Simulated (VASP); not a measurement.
C30O (a cell with a defect): single point with PBE

C30O (a cell with a defect):

```
C O
1.0
    -3.57162    3.57162    3.57162
     3.57162   -3.57162    3.57162
     3.57162    3.57162   -3.57162
C O
30 1
Direct
  0.99832 0.99967 0.99922
  0.99966 0.25007 0.74925
  0.99722 0.49895 0.49726
  0.00065 0.74557 0.24955
  0.24900 0.00018 0.74959
  0.24746 0.25269 0.49550
  0.24865 0.74558 0.00153
  0.50418 0.01055 0.50508
  0.49459 0.25272 0.24836
  0.49637 0.49896 0.99812
  0.50291 0.75447 0.75973
  0.74869 0.00018 0.24990
  0.74836 0.25008 0.00056
  0.74884 0.50064 0.74973
  0.75880 0.75449 0.50381
  0.00035 0.00107 0.75047
  0.99694 0.24870 0.49665
  0.97597 0.49435 0.24883
  0.99841 0.74610 0.99931
  0.24882 0.99581 0.49934
  0.24311 0.23118 0.24403
  0.24793 0.49437 0.97684
  0.24851 0.75001 0.74593
  0.49845 0.99581 0.24971
  0.49575 0.24871 0.99784
  0.49971 0.50044 0.74524
  0.74956 0.00104 0.00122
  0.75142 0.25298 0.75231
  0.74436 0.50045 0.50061
  0.74503 0.75000 0.24941
  0.51938 0.77212 0.52025
```

* Program: VASP 6.6.1
* Task: single point
* Functional: PBE
* Potentials or basis: VASP PAW PBE potentials, release 64 (C, O)
* Cutoff: 520 eV
* k mesh: 1 × 1 × 1
* Occupations: fermi-dirac, width 0.01 eV
* Spin: collinear spin
* Fixed moment: 1 μB
* Dipole correction: no
* Charge: 1
* Further INCAR settings: LREAL = Auto; ALGO = Normal; EDIFF = 1e-06; NBANDS = 88; NELECT = 125.0

```json
{"Largest force": "0.631 eV/Å", "Net moment": "1.00 μB per cell", "Site moments": "C -0.00, -0.01, +0.00, +0.01, +0.03, +0.29, -0.08, +0.04 (each value once); O +0.02 μB", "Valence electrons inside the program's atomic spheres": "C 2.58, 2.56, 2.55, 2.47, 2.59, 2.54, 2.50 (each value once); O 5.06"}
```

Forces on the atoms (eV/Å):
```
C    0.253  0.299  0.254
C    0.253  0.191  0.317
C    0.013  0.102  0.161
C   -0.183  0.284  0.533
C    0.306  0.018  0.030
C    0.282 -0.248  0.283
C    0.535  0.281 -0.182
C    0.152 -0.300  0.155
C    0.282 -0.243  0.279
C    0.161  0.102  0.009
C    0.015  0.063 -0.179
C    0.030  0.023  0.305
C    0.310  0.200  0.254
C    0.044  0.020  0.044
C   -0.188  0.072  0.024
C    0.091  0.034  0.005
C   -0.202 -0.177 -0.078
C   -0.305 -0.005 -0.253
C   -0.119 -0.044 -0.115
C   -0.195 -0.093  0.010
C   -0.409 -0.032 -0.407
C   -0.249 -0.005 -0.310
C   -0.439 -0.037 -0.061
C    0.014 -0.094 -0.197
C   -0.076 -0.176 -0.207
C   -0.068 -0.150  0.010
C    0.007  0.036  0.086
C   -0.028  0.300 -0.029
C    0.011 -0.147 -0.067
C   -0.061 -0.040 -0.438
O   -0.237 -0.234 -0.237
```

Wall time 3.5 min on 1 thread of Intel Xeon 8259CL, with other jobs on the host, peak memory 0.38 GiB.

Caveat: the k points lie up to 1.24 Å⁻¹ apart, too coarse for converged energies, forces and pressures; the cell carries a net charge on a neutralising background, which shifts energy and pressure; the total moment is fixed, so each spin has its own Fermi level and the state may be an excited one.
